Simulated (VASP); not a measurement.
# Nb3C2 (Pmn2_1) in VASP: single point with PBE

Aim: the single point of Nb3C2 with PBE.

Everything below comes from runs of VASP 6.6.1. Logs are shortened: lines on timing, memory, paths and dates and some standing lists are left out, and cuts for length are marked.

## 1. The cell of the first run

It takes space group Pmn2_1 (No. 31, orthorhombic). The conventional cell has a = 2.970 Å, b = 9.605 Å, c = 4.564 Å, α = 90.00°, β = 90.00°, γ = 90.00°. Nb (site symmetry m) has 4 C at 2.24 to 3.11 Å and 8 Nb at 2.69 to 2.97 Å within 3.2 Å. Within 3.0 Å of Nb (site symmetry m) lie 4 C at 2.26 to 2.86 Å and 8 Nb at 2.69 to 2.99 Å. Within 3.6 Å of Nb (site symmetry m) lie 14 Nb at 2.72 to 3.51 Å. Within 2.1 Å of C (site symmetry m) lie 3 C at 1.54 to 1.70 Å. C (site symmetry m) has 3 C at 1.54 to 1.70 Å within 2.1 Å.

## 2. Single point, PBE, collinear spin

Input file INCAR:

```
ALGO = Normal
EDIFF = 1E-6
ENCUT = 600
GGA = PE
GGA_COMPAT = F
ISIF = 2
ISMEAR = 0
ISPIN = 2
LASPH = T
LCHARG = F
LMAXMIX = 4
LORBIT = 11
LREAL = F
LWAVE = F
MAGMOM = 1 1 1 1 1 1 0 0 0 0
NBANDS = 62
NELM = 200
PREC = Accurate
SIGMA = 0.1
```

Input file KPOINTS:

```
k-points
0
Gamma
  6 2 4
```

Input file POSCAR:

```
Nb3C2
1.0
    2.9700034559      0.0000000000      0.0000000000
    0.0000000000      9.6052004338      0.0000000000
    0.0000000000      0.0000000000      4.5635224164
Nb C
6 4
Direct
    0.0000000000      0.2596461193      0.1782010637
    0.5000000000      0.2726016207      0.6701651847
    0.0000000000      0.7273983793      0.1701651847
    0.5000000000      0.7403538807      0.6782010637
    0.5000000000      0.9981089751      0.1787140595
    0.0000000000      0.0018910249      0.6787140595
    0.0000000000      0.4922559701      0.1522225168
    0.5000000000      0.5077440299      0.6522225168
    0.5000000000      0.5296224291      0.9873851060
    0.0000000000      0.4703775709      0.4873851060
```

Potentials or basis: VASP PAW PBE potentials, release 64 (Nb_sv, C).

On the command line:

```console
$ cat potpaw_PBE.64/Nb_sv/POTCAR potpaw_PBE.64/C/POTCAR > POTCAR
$ mpirun -np 1 vasp_std > vasp.out
```

OUTCAR:

```text
EDIFF = 1E-6
   ENCUT = 600
   GGA = PE
   ISIF = 2
   ISMEAR = 0
   ISPIN = 2
   LASPH = T
   LORBIT = 11
   LREAL = F
   NELM = 200
   PREC = Accurate

 ion  position               nearest neighbor table
   1  0.000  0.260  0.178-   7 2.24  10 2.47   2 2.69   2 2.69   2 2.76   2 2.76   5 2.92   5 2.92

   2  0.500  0.273  0.670-   8 2.26  10 2.55  10 2.55   1 2.69   1 2.69   1 2.76   1 2.76   6 2.99
                             6 2.99
   3  0.000  0.727  0.170-   7 2.26   9 2.55   9 2.55   4 2.69   4 2.69   4 2.76   4 2.76   5 2.99
                             5 2.99
   4  0.500  0.740  0.678-   8 2.24   9 2.47   3 2.69   3 2.69   3 2.76   3 2.76   6 2.92   6 2.92

   5  0.500  0.998  0.179-   6 2.72   6 2.72   6 2.72   6 2.72   1 2.92   1 2.92   3 2.99   3 2.99

   6  0.000  0.002  0.679-   5 2.72   5 2.72   5 2.72   5 2.72   4 2.92   4 2.92   2 2.99   2 2.99

   7  0.000  0.492  0.152-  10 1.54   9 1.70   9 1.70   1 2.24   3 2.26
   8  0.500  0.508  0.652-   9 1.54  10 1.70  10 1.70   4 2.24   2 2.26
   9  0.500  0.530  0.987-   8 1.54   7 1.70   7 1.70   4 2.47   3 2.55   3 2.55
  10  0.000  0.470  0.487-   7 1.54   8 1.70   8 1.70   1 2.47   2 2.55   2 2.55

  LATTYP: Found a simple orthorhombic cell.
 ALAT       =     2.9700034559
 B/A-ratio  =     1.5365377462
 C/A-ratio  =     3.2340704570

  Lattice vectors:

 A1 = (  -2.9700034559,   0.0000000000,   0.0000000000)
 A2 = (   0.0000000000,   0.0000000000,   4.5635224164)
 A3 = (   0.0000000000,   9.6052004338,   0.0000000000)

Analysis of symmetry for initial positions (statically):
=====================================================================
 Subroutine PRICEL returns:
 Original cell was already a primitive cell.

 Routine SETGRP: Setting up the symmetry group for a
 simple orthorhombic supercell.

 Subroutine GETGRP returns: Found  4 space group operations
 (whereof  2 operations were pure point group operations)
 out of a pool of  8 trial point group operations.

The static configuration has the point symmetry C_1h.
 The point group associated with its full space group is C_2v.

Analysis of symmetry for dynamics (positions and initial velocities):
=====================================================================
 Subroutine PRICEL returns:
 Original cell was already a primitive cell.

 Routine SETGRP: Setting up the symmetry group for a
 simple orthorhombic supercell.

 Subroutine GETGRP returns: Found  4 space group operations
 (whereof  2 operations were pure point group operations)
 out of a pool of  8 trial point group operations.

The dynamic configuration has the point symmetry C_1h.
 The point group associated with its full space group is C_2v.

Analysis of structural, dynamic, and magnetic symmetry:
=====================================================================
 Subroutine PRICEL returns:
 Original cell was already a primitive cell.

 Routine SETGRP: Setting up the symmetry group for a
 simple orthorhombic supercell.

 Subroutine GETGRP returns: Found  4 space group operations
 (whereof  2 operations were pure point group operations)
 out of a pool of  8 trial point group operations.

The overall configuration has the point symmetry C_1h.
 The point group associated with its full space group is C_2v.

 Subroutine INISYM returns: Found  4 space group operations
 (whereof  2 operations are pure point group operations),
 and found     1 'primitive' translations

----------------------------------------------------------------------------------------

                                     Primitive cell

  volume of cell :     130.1858

  direct lattice vectors                    reciprocal lattice vectors
     2.970003456  0.000000000  0.000000000     0.336699945  0.000000000  0.000000000
     0.000000000  9.605200434  0.000000000     0.000000000  0.104110269  0.000000000
     0.000000000  0.000000000  4.563522416     0.000000000  0.000000000  0.219128977

  length of vectors
     2.970003456  9.605200434  4.563522416     0.336699945  0.104110269  0.219128977

  position of ions in fractional coordinates (direct lattice)
     0.000000000  0.259646119  0.178201064
     0.500000000  0.272601621  0.670165185
     0.000000000  0.727398379  0.170165185
     0.500000000  0.740353881  0.678201064
     0.500000000  0.998108975  0.178714060
     0.000000000  0.001891025  0.678714060
[... 84 lines left out ...]
   LSORBIT =      F    spin-orbit coupling
   LASPH  =      T    aspherical Exc in radial PAW
   ENCUT  =  600.0 eV  44.10 Ry    6.64 a.u.   5.93 19.18  9.11*2*pi/ulx,y,z
   NELM   =    200;   NELMIN=  2; NELMDL= -5     # of ELM steps
   EDIFF  = 0.1E-05   stopping-criterion for ELM
   LREAL  =      F    real-space projection
   EDIFFG = 0.1E-04   stopping-criterion for IOM
   NSW    =      0    number of steps for IOM
   IBRION =     -1    ionic relax: 0-MD 1-quasi-New 2-CG
   NFREE  =      0    steps in history (QN), initial steepest desc. (CG)
   ISIF   =      2    stress and relaxation
   ISYM   =      2    0-nonsym 1-usesym 2-fastsym
   POTIM  = 0.5000    time-step for ionic-motion
   TEBEG  =    0.0;   TEEND  =   0.0 temperature during run
   PSTRESS=    0.0 pullay stress
   NELECT =      94.0000    total number of electrons
   NUPDOWN=      -1.0000    fix difference up-down
   EMIN   =  10.00;   EMAX   =-10.00  energy-range for DOS
   EFERMI =   0.00;   METHOD = LEGACY
   ISMEAR =     0;   SIGMA  =   0.10  broadening in eV -4-tet -1-fermi 0-gaus
   EFERMI_NEDOS =   21; number of points for ismear=-14 and -15
   IALGO  =     38    algorithm
   IMIX   =      4    mixing-type and parameters
     AMIX     =   0.40;   BMIX     =  1.00
     AMIX_MAG =   1.60;   BMIX_MAG =  1.00
  volume/ion in A,a.u.               =      13.02        87.85
  Fermi-wavevector in a.u.,A,eV,Ry     =   1.468688  2.775418 29.348377  2.157045
  Thomas-Fermi vector in A             =   2.584156
   LORBIT       =     11    0 simple, 1 ext, 2 COOP (PROOUT), +10 PAW based schemes
   GGA     = PE    functional components
   LHFCALC =     F    Hartree Fock is set to
   AEXX    =    0.0000 exact exchange contribution
   IVDW    =     0    specifies the selected vdW correction
   LEPSILON=     F    determine dielectric tensor
   LRPA    =     F    only Hartree local field effects (RPA)
 spin polarized calculation
 Gauss-broadening in eV      SIGMA  =   0.10
  energy-cutoff  :      600.00
  volume of cell :      130.19
 maximum number of plane-waves:      4370
 NGX is ok and might be reduce to    24
   NGX = 11   NGY = 39   NGZ = 19

 number of electron      94.0000007 magnetization       0.0030622

 number of electron      94.0000007 magnetization      -0.0006362

 Free energy of the ion-electron system (eV)
  ---------------------------------------------------
  ext. energy  EPLUGINS =         0.00000000
  ---------------------------------------------------
  free energy    TOTEN  =       -93.10334720 eV

  energy without entropy =      -93.08431665  energy(sigma->0) =      -93.09383192

 E-fermi :  11.5675     XC(G=0): -12.6659

 val. band max:       11.5198196568   @ k =   0.0000   0.0000   0.0000
 cond. band min:      11.5739556038   @ k =   0.5000   0.5000   0.0000
 fundamental gap:      0.0541359470
 Fermi energy:        11.5675307134

 spin component 1

 k-point     1 :       0.0000    0.0000    0.0000
  band No.  band energies     occupation
      1     -43.2477      1.00000
      2     -43.2396      1.00000
      3     -42.8737      1.00000
      4     -42.8614      1.00000
      5     -42.8333      1.00000
      6     -42.4930      1.00000
[... 1477 lines left out ...]
     58      15.1012      0.00000
     59      16.2621      0.00000
 Fermi energy:        11.5675307134

 spin component 2

 k-point     1 :       0.0000    0.0000    0.0000
  band No.  band energies     occupation
      1     -43.2478      1.00000
      2     -43.2396      1.00000
      3     -42.8736      1.00000
      4     -42.8615      1.00000
      5     -42.8332      1.00000
      6     -42.4929      1.00000
[... 1477 lines left out ...]
     58      15.1011      0.00000
     59      16.2621      0.00000
 [bands above 59 left out]

------------------------ aborting loop because EDIFF is reached ----------------------------------------

  FORCE on cell =-STRESS in cart. coord.  units (eV):
  Direction    XX          YY          ZZ          XY          YZ          ZX
  --------------------------------------------------------------------------------------
  -------------------------------------------------------------------------------------
  Total       -0.2056617     -0.5197904     -0.5934139      0.0000000      0.0000000      0.0000000
  in kB       -2.5310479     -6.3969836     -7.3030576      0.0000000      0.0000000      0.0000000
  external PRESSURE =      -5.4103631 kB  Pullay stress =       0.0000000 kB

 VOLUME and BASIS-vectors are now :
 -----------------------------------------------------------------------------
  energy-cutoff  :      600.00
  volume of cell :      130.19
      direct lattice vectors                 reciprocal lattice vectors
     2.970003456  0.000000000  0.000000000     0.336699945  0.000000000  0.000000000
     0.000000000  9.605200434  0.000000000     0.000000000  0.104110269  0.000000000
     0.000000000  0.000000000  4.563522416     0.000000000  0.000000000  0.219128977

 POSITION                                       TOTAL-FORCE (eV/Angst)
 -----------------------------------------------------------------------------------
      0.00000      2.49395      0.81322         0.000000      0.155367     -0.124149
      1.48500      2.61839      3.05831         0.000000     -0.146684      0.082444
      0.00000      6.98681      0.77655         0.000000      0.146684      0.082444
      1.48500      7.11125      3.09499         0.000000     -0.155367     -0.124149
      1.48500      9.58704      0.81557         0.000000     -0.062710      0.027454
      0.00000      0.01816      3.09733         0.000000      0.062710      0.027454
      0.00000      4.72822      0.69467         0.000000      0.003008     -0.045537
      1.48500      4.87698      2.97643         0.000000     -0.003008     -0.045537
      1.48500      5.08713      4.50595         0.000000     -0.046057      0.059789
      0.00000      4.51807      2.22419         0.000000      0.046057      0.059789
 -----------------------------------------------------------------------------------
    total drift:                                0.000000     -0.000000     -0.000135

  FREE ENERGIE OF THE ION-ELECTRON SYSTEM (eV)
  ---------------------------------------------------
  free  energy   TOTEN  =       -93.1033471960 eV

  energy  without entropy=      -93.0843166471  energy(sigma->0) =      -93.09383192

 total charge

# of ion       s       p       d       tot
------------------------------------------
    1        2.215   6.011   2.623  10.850
    2        2.207   6.006   2.610  10.823
    3        2.207   6.006   2.610  10.823
    4        2.215   6.011   2.623  10.850
    5        2.229   6.004   2.580  10.813
    6        2.229   6.004   2.580  10.813
    7        0.812   1.571   0.000   2.383
    8        0.812   1.571   0.000   2.383
    9        0.808   1.488   0.000   2.295
   10        0.808   1.488   0.000   2.295
--------------------------------------------------
tot         16.543  42.160  15.625  74.328

 magnetization (x)

# of ion       s       p       d       tot
------------------------------------------
    1       -0.000  -0.000  -0.000  -0.000
    2       -0.000  -0.000  -0.000  -0.000
    3       -0.000  -0.000  -0.000  -0.000
    4       -0.000  -0.000  -0.000  -0.000
    5        0.000   0.000   0.000   0.000
    6        0.000   0.000   0.000   0.000
    7       -0.000   0.000   0.000   0.000
    8       -0.000   0.000   0.000   0.000
    9       -0.000  -0.000   0.000  -0.000
   10       -0.000  -0.000   0.000  -0.000
--------------------------------------------------
tot          0.000   0.000  -0.000  -0.000
```

Wall time 16 min (1 thread of Intel Xeon 8259CL, shared host); peak memory 0.5 GiB.

Results:

| Quantity | Value |
| --- | --- |
| Free energy | -93.1033 eV |
| Pressure | -0.5 GPa |
| Largest force | 0.199 eV/Å |
| Band gap on the k mesh | zero (filled and empty bands overlap) |
| Net moment | 0.00 μB per cell |
| Valence electrons inside the program's atomic spheres | Nb 10.85, 10.82, 10.81 (each value once); C 2.38, 2.29 (each value once) |

Forces in eV/Å, atoms in the order of the input:
```
Nb   0.000  0.155 -0.124
Nb   0.000 -0.147  0.082
Nb   0.000  0.147  0.082
Nb   0.000 -0.155 -0.124
Nb   0.000 -0.063  0.027
Nb   0.000  0.063  0.027
C    0.000  0.003 -0.046
C    0.000 -0.003 -0.046
C    0.000 -0.046  0.060
C    0.000  0.046  0.060
```
